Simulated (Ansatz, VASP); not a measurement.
One calculation of C, two programs

```
C
1.0
     2.52000    0.00000    0.00000
    -1.26000    2.18238    0.00000
     0.00000    0.00000    4.18000
C
4
Direct
  0.33333 0.66667 0.00000
  0.66667 0.33333 0.50000
  0.33333 0.66667 0.37400
  0.66667 0.33333 0.87400
```

Alike in both runs: task relaxation of cell and atoms; functional r2SCAN; k mesh 9 × 9 × 6; occupations gaussian, width 0.02 eV; no spin polarisation.

```csv
,VASP,Ansatz
version,VASP 6.6.1,Ansatz 0.2.0
potentials or method,"VASP PAW PBE potentials, release 64 (C), cutoff 600 eV","scalar-relativistic, plane waves, PAW"
valence electrons in the cell,16,16
```

```tsv
	VASP	Ansatz	Ansatz less VASP
gap on the k mesh at the Fermi level, each at its own relaxed structure (eV)	3.56	3.60	+0.041
relaxed volume (Å³/atom)	5.66	5.66	-0.004
relaxed cell length with the largest relative difference (Å)	2.504	2.503	-0.0007
```

VASP's potentials were made for PBE, not for r2SCAN.
